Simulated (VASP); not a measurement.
# Fe (R-3m) in VASP: a series of runs

Fe is run at these levels: PBE; tasks: electric field gradients.

All numbers are computed with VASP 6.6.1; they aren't measurements. Logs are shortened: lines on timing, memory, paths and dates and some standing lists are left out, and cuts for length are marked.

## Step 1: The cell of the first run

The structure is trigonal, space group R-3m (No. 166). Conventional cell: a = 3.425 Å, b = 3.425 Å, c = 8.390 Å, α = 90.00°, β = 90.00°, γ = 120.00°. Within 2.1 Å of Fe (site symmetry 3m) lie 1 Fe at 1.59 Å.

## Step 2: Electric field gradients, PBE, collinear spin, ferromagnetic start (shortest bond scaled by 0.76)

The input, INCAR:

```
PREC     = Accurate       # precision mode
ENCUT    = 520            # plane-wave cutoff, eV
EDIFF    = 1E-8           # SCF threshold, eV
ISMEAR   = -1             # smearing method
SIGMA    = 0.05           # smearing width, eV
LREAL    = F              # projectors in reciprocal space
LASPH    = T              # aspherical terms in the spheres
NELM     = 200            # most SCF steps
ALGO     = Normal         # electronic algorithm
ISIF     = 2              # what is computed and relaxed
LWAVE    = F              # write WAVECAR
LCHARG   = F              # write CHGCAR
ISPIN    = 2              # spin polarisation
MAGMOM   = 2.5 2.5        # initial moments
LORBIT   = 11             # projections on sites
LMAXMIX  = 4              # l up to which the mixer works
GGA      = PE             # functional
LEFG     = T            
NBANDS   = 19             # bands
GGA_COMPAT= F
```

The input, KPOINTS:

```
Automatic mesh
0
Gamma
  11 11 11
```

The input, POSCAR:

```
Fe
1.0
    0.0000000000      2.4218490979      2.4218490979
    2.4218490979      0.0000000000      2.4218490979
    2.4218490979      2.4218490979      0.0000000000
Fe
2
Direct
   -0.2150000000     -0.0950000000     -0.0950000000
    0.2150000000      0.0950000000      0.0950000000
```

Potentials or basis: VASP PAW PBE potentials, release 64 (Fe).

Launch:

```console
cat potpaw_PBE.64/Fe/POTCAR > POTCAR
mpirun -np 1 vasp_std > vasp.out
```

OUTCAR:

```text
PREC = Accurate
   ENCUT = 520
   EDIFF = 1E-8
   ISMEAR = -1
   LREAL = F
   LASPH = T
   NELM = 200
   ISIF = 2
   ISPIN = 2
   LORBIT = 11
   GGA = PE

 ion  position               nearest neighbor table
   1  0.785  0.905  0.905-   2 1.59   2 2.31   2 2.31   2 2.31
   2  0.215  0.095  0.095-   1 1.59   1 2.31   1 2.31   1 2.31

  LATTYP: Found a face centered cubic cell.
 ALAT       =     4.8436981958

  Lattice vectors:

 A1 = (   0.0000000000,   2.4218490979,   2.4218490979)
 A2 = (   2.4218490979,   0.0000000000,   2.4218490979)
 A3 = (   2.4218490979,   2.4218490979,   0.0000000000)

Analysis of symmetry for initial positions (statically):
=====================================================================
 Subroutine PRICEL returns:
 Original cell was already a primitive cell.

 Routine SETGRP: Setting up the symmetry group for a
 face centered cubic supercell.

 Subroutine GETGRP returns: Found 12 space group operations
 (whereof  4 operations were pure point group operations)
 out of a pool of 48 trial point group operations.

The static configuration has the point symmetry C_2h.
 The point group associated with its full space group is D_3d.

Analysis of symmetry for dynamics (positions and initial velocities):
=====================================================================
 Subroutine PRICEL returns:
 Original cell was already a primitive cell.

 Routine SETGRP: Setting up the symmetry group for a
 face centered cubic supercell.

 Subroutine GETGRP returns: Found 12 space group operations
 (whereof  4 operations were pure point group operations)
 out of a pool of 48 trial point group operations.

The dynamic configuration has the point symmetry C_2h.
 The point group associated with its full space group is D_3d.

Analysis of structural, dynamic, and magnetic symmetry:
=====================================================================
 Subroutine PRICEL returns:
 Original cell was already a primitive cell.

 Routine SETGRP: Setting up the symmetry group for a
 face centered cubic supercell.

 Subroutine GETGRP returns: Found 12 space group operations
 (whereof  4 operations were pure point group operations)
 out of a pool of 48 trial point group operations.

The overall configuration has the point symmetry C_2h.
 The point group associated with its full space group is D_3d.

 Subroutine INISYM returns: Found 12 space group operations
 (whereof  4 operations are pure point group operations),
 and found     1 'primitive' translations

----------------------------------------------------------------------------------------

                                     Primitive cell

  volume of cell :      28.4100

  direct lattice vectors                    reciprocal lattice vectors
     0.000000000  2.421849098  2.421849098    -0.206453821  0.206453821  0.206453821
     2.421849098  0.000000000  2.421849098     0.206453821 -0.206453821  0.206453821
     2.421849098  2.421849098  0.000000000     0.206453821  0.206453821 -0.206453821

  length of vectors
     3.425011840  3.425011840  3.425011840     0.357588507  0.357588507  0.357588507

  position of ions in fractional coordinates (direct lattice)
     0.785000000  0.905000000  0.905000000
     0.215000000  0.095000000  0.095000000

  ion indices of the primitive-cell ions
   primitive index   ion index
                 1           1
                 2           2

----------------------------------------------------------------------------------------

 KPOINTS: Automatic mesh

Automatic generation of k-mesh.
 Grid dimensions read from file:
 generate k-points for:   11   11   11

 Generating k-lattice:

  Cartesian coordinates                     Fractional coordinates (reciprocal lattice)
    -0.018768529  0.018768529  0.018768529     0.090909091  0.000000000  0.000000000
     0.018768529 -0.018768529  0.018768529     0.000000000  0.090909091  0.000000000
     0.018768529  0.018768529 -0.018768529     0.000000000  0.000000000  0.090909091

  Length of vectors
     0.032508046  0.032508046  0.032508046

  Shift w.r.t. Gamma in fractional coordinates (k-lattice)
     0.000000000  0.000000000  0.000000000

 Subroutine IBZKPT returns following result:
 ===========================================

 Found    146 irreducible k-points:

 Following reciprocal coordinates:
            Coordinates               Weight
  0.000000  0.000000  0.000000      1.000000
  0.090909  0.000000  0.000000      2.000000
  0.000000  0.090909  0.000000      6.000000
  0.181818  0.000000  0.000000      2.000000
  0.000000  0.181818  0.000000      6.000000
  0.272727  0.000000  0.000000      2.000000
[... 16 lines left out ...]
  0.000000  0.454545  0.090909     12.000000
  0.090909  0.000000  0.454545      6.000000
 [... further k-points ...]
   k-points           NKPTS =    146   k-points in BZ     NKDIM =    146   number of bands    NBANDS=     19
   number of dos      NEDOS =    301   number of ions     NIONS =      2
   total plane-waves  NPLWV =  21952
   dimension x,y,z NGX =    28 NGY =   28 NGZ =   28
   dimension x,y,z NGXF=    56 NGYF=   56 NGZF=   56
   ions per type =               2
   NGX,Y,Z   is equivalent  to a cutoff of  13.59, 13.59, 13.59 a.u.
   NGXF,Y,Z  is equivalent  to a cutoff of  27.18, 27.18, 27.18 a.u.
 SYSTEM =  unknown system
   PREC   = accura    normal or accurate (medium, high low for compatibility)
   ISTART =      0    job   : 0-new  1-cont  2-samecut
   ICHARG =      2    charge: 1-file 2-atom 10-const
   ISPIN  =      2    spin polarized calculation?
   LNONCOLLINEAR =      F non collinear calculations
   LSORBIT =      F    spin-orbit coupling
   LASPH  =      T    aspherical Exc in radial PAW
   ENCUT  =  520.0 eV  38.22 Ry    6.18 a.u.   6.37  6.37  6.37*2*pi/ulx,y,z
   NELM   =    200;   NELMIN=  2; NELMDL= -5     # of ELM steps
   EDIFF  = 0.1E-07   stopping-criterion for ELM
   LREAL  =      F    real-space projection
   EDIFFG = 0.1E-06   stopping-criterion for IOM
   NSW    =      0    number of steps for IOM
   IBRION =     -1    ionic relax: 0-MD 1-quasi-New 2-CG
   NFREE  =      0    steps in history (QN), initial steepest desc. (CG)
   ISIF   =      2    stress and relaxation
   ISYM   =      2    0-nonsym 1-usesym 2-fastsym
   POTIM  = 0.5000    time-step for ionic-motion
   TEBEG  =    0.0;   TEEND  =   0.0 temperature during run
   PSTRESS=    0.0 pullay stress
   NELECT =      16.0000    total number of electrons
   NUPDOWN=      -1.0000    fix difference up-down
   EMIN   =  10.00;   EMAX   =-10.00  energy-range for DOS
   EFERMI =   0.00;   METHOD = LEGACY
   ISMEAR =    -1;   SIGMA  =   0.05  broadening in eV -4-tet -1-fermi 0-gaus
   EFERMI_NEDOS =   21; number of points for ismear=-14 and -15
   IALGO  =     38    algorithm
   IMIX   =      4    mixing-type and parameters
     AMIX     =   0.40;   BMIX     =  1.00
     AMIX_MAG =   1.60;   BMIX_MAG =  1.00
  volume/ion in A,a.u.               =      14.21        95.86
  Fermi-wavevector in a.u.,A,eV,Ry     =   1.351941  2.554798 24.867974  1.827745
  Thomas-Fermi vector in A             =   2.479321
   LORBIT       =     11    0 simple, 1 ext, 2 COOP (PROOUT), +10 PAW based schemes
   GGA     = PE    functional components
   LHFCALC =     F    Hartree Fock is set to
   AEXX    =    0.0000 exact exchange contribution
   IVDW    =     0    specifies the selected vdW correction
   LEPSILON=     F    determine dielectric tensor
   LRPA    =     F    only Hartree local field effects (RPA)
 spin polarized calculation
  energy-cutoff  :      520.00
  volume of cell :       28.41
 maximum number of plane-waves:       781
 NGX is ok and might be reduce to    28
   NGX = 13   NGY = 13   NGZ = 13

 number of electron      15.9999998 magnetization      -0.0000085

 number of electron      15.9999998 magnetization       0.0000020

 Free energy of the ion-electron system (eV)
  ---------------------------------------------------
  ext. energy  EPLUGINS =         0.00000000
  ---------------------------------------------------
  free energy    TOTEN  =       -11.99471665 eV

  energy without entropy =      -11.96895705  energy(sigma->0) =      -11.98183685

 E-fermi :   3.8934     XC(G=0): -11.5467

 val. band max:        3.8907651247   @ k =   0.0000  -0.3636   0.3636
 cond. band min:       3.8953481985   @ k =   0.0909  -0.4545   0.1818
 fundamental gap:      0.0045830737
 Fermi energy:         3.8933531750

 spin component 1

 k-point     1 :       0.0000    0.0000    0.0000
  band No.  band energies     occupation
      1      -2.8308      1.00000
      2      -0.1403      1.00000
      3      -0.1403      1.00000
      4       0.2892      1.00000
      5       1.4394      1.00000
      6       1.4394      1.00000
[... 11 lines left out ...]
     18      20.9121      0.00000
     19      20.9981      0.00000
[... 485 lines left out ...]
 k-point    24 :       0.0909    0.0000    0.4545
  band No.  band energies     occupation
      1      -0.8740      1.00000
      2      -0.2075      1.00000
      3      -0.1917      1.00000
      4       0.4550      1.00000
      5       1.9710      1.00000
      6       2.1966      1.00000
[... 11 lines left out ...]
     18      21.1406      0.00000
     19      24.9698      0.00000

 [... further k-points ...]

 spin component 2

 k-point     1 :       0.0000    0.0000    0.0000
  band No.  band energies     occupation
      1      -2.8308      1.00000
      2      -0.1403      1.00000
      3      -0.1403      1.00000
      4       0.2892      1.00000
      5       1.4394      1.00000
      6       1.4394      1.00000
[... 11 lines left out ...]
     18      20.9121      0.00000
     19      20.9981      0.00000
[... 485 lines left out ...]
 k-point    24 :       0.0909    0.0000    0.4545
  band No.  band energies     occupation
      1      -0.8740      1.00000
      2      -0.2075      1.00000
      3      -0.1917      1.00000
      4       0.4550      1.00000
      5       1.9710      1.00000
      6       2.1966      1.00000
[... 11 lines left out ...]
     18      21.1406      0.00000
     19      24.9698      0.00000

 [... further k-points ...]
[... 5 lines left out ...]
  --------------------------------------------------------------------------------------
  -------------------------------------------------------------------------------------
  Total        3.3611691      3.3611691      3.3611691     -5.4724580      5.4724580     -5.4724580
  in kB      189.5525867    189.5525867    189.5525867   -308.6183785    308.6183785   -308.6183785
  external PRESSURE =     189.5525867 kB  Pullay stress =       0.0000000 kB

 VOLUME and BASIS-vectors are now :
 -----------------------------------------------------------------------------
  energy-cutoff  :      520.00
  volume of cell :       28.41
      direct lattice vectors                 reciprocal lattice vectors
     0.000000000  2.421849098  2.421849098    -0.206453821  0.206453821  0.206453821
     2.421849098  0.000000000  2.421849098     0.206453821 -0.206453821  0.206453821
     2.421849098  2.421849098  0.000000000     0.206453821  0.206453821 -0.206453821

 POSITION                                       TOTAL-FORCE (eV/Angst)
 -----------------------------------------------------------------------------------
      4.38355      4.09292      4.09292        -5.900434      5.900434      5.900434
      0.46015      0.75077      0.75077         5.900434     -5.900434     -5.900434
 -----------------------------------------------------------------------------------
    total drift:                                0.000000      0.000000      0.000000

  FREE ENERGIE OF THE ION-ELECTRON SYSTEM (eV)
  ---------------------------------------------------
  free  energy   TOTEN  =       -11.9947166531 eV

  energy  without entropy=      -11.9689570455  energy(sigma->0) =      -11.98183685

 Electric field gradients (V/A^2)
---------------------------------------------------------------------
 ion       V_xx      V_yy      V_zz      V_xy      V_xz      V_yz
---------------------------------------------------------------------
   1      -0.001     0.000     0.000   -79.949   -79.949    79.950
   2      -0.001     0.000     0.000   -79.949   -79.949    79.950
---------------------------------------------------------------------

 Electric field gradients after diagonalization (V/A^2)
 (convention: |V_zz| > |V_xx| > |V_yy|)
----------------------------------------------------------------------
 ion       V_xx      V_yy      V_zz     asymmetry (V_yy - V_xx)/ V_zz
----------------------------------------------------------------------
   1     -79.949   -79.949   159.898       0.000
   2     -79.949   -79.949   159.898       0.000
----------------------------------------------------------------------

           NMR quadrupolar parameters

 Cq : quadrupolar parameter    Cq=e*Q*V_zz/h
 eta: asymmetry parameters     (V_yy - V_xx)/ V_zz
 Q  : nuclear electric quadrupole moment in mb (millibarn)
----------------------------------------------------------------------
 ion       Cq(MHz)       eta       Q (mb)
----------------------------------------------------------------------
   1       0.387       0.000       1.000
   2       0.387       0.000       1.000
----------------------------------------------------------------------

 total charge

# of ion       s       p       d       tot
------------------------------------------
    1        0.493   0.439   6.738   7.670
    2        0.493   0.439   6.738   7.670
--------------------------------------------------
tot          0.987   0.877  13.476  15.340

 magnetization (x)

# of ion       s       p       d       tot
------------------------------------------
    1       -0.000  -0.000   0.000   0.000
    2       -0.000  -0.000   0.000   0.000
--------------------------------------------------
tot         -0.000  -0.000   0.000   0.000
```

It took 4 min on 1 thread of Oxide Virtual Turin-like, shared host; peak memory 0.21 GiB.

Results:

```
Free energy                                           : -11.9947 eV
Pressure                                              : 19.0 GPa
Largest force                                         : 10.220 eV/Å
Band gap on the k mesh                                : zero (filled and empty bands overlap)
Net moment                                            : 0.00 μB per cell
Largest electric field gradient by atom               : Fe +159.9 V/Å²
Valence electrons inside the program's atomic spheres : Fe 7.67
```

Forces in eV/Å, atoms in the order of the input:
```
Fe  -5.900  5.900  5.900
Fe   5.900 -5.900 -5.900
```

Stress tensor (GPa, compression positive):
```
 18.96 -30.86 -30.86
-30.86  18.96  30.86
-30.86  30.86  18.96
```

Electric field gradients, principal values (V/Å²):
| atom | least | middle | greatest (by size) |
| --- | --- | --- | --- |
| 1 Fe | -79.949 | -79.949 | 159.898 |
| 2 Fe | -79.949 | -79.949 | 159.898 |

Caveat: the cell differs from its parent crystal (shortest bond scaled by 0.76); atoms lie so close that the PAW spheres overlap strongly, which falsifies energies and pressures; the cell stands under pressure; the moments typed at the start vanished in this run; without QUAD_EFG the Cq values of the log hold for a quadrupole moment of 1 mb, not for the nuclei; forces of over 1 eV/Å act on the atoms, so gaps and moduli don't describe the material at rest.

(Continued in part 2 of 2.)
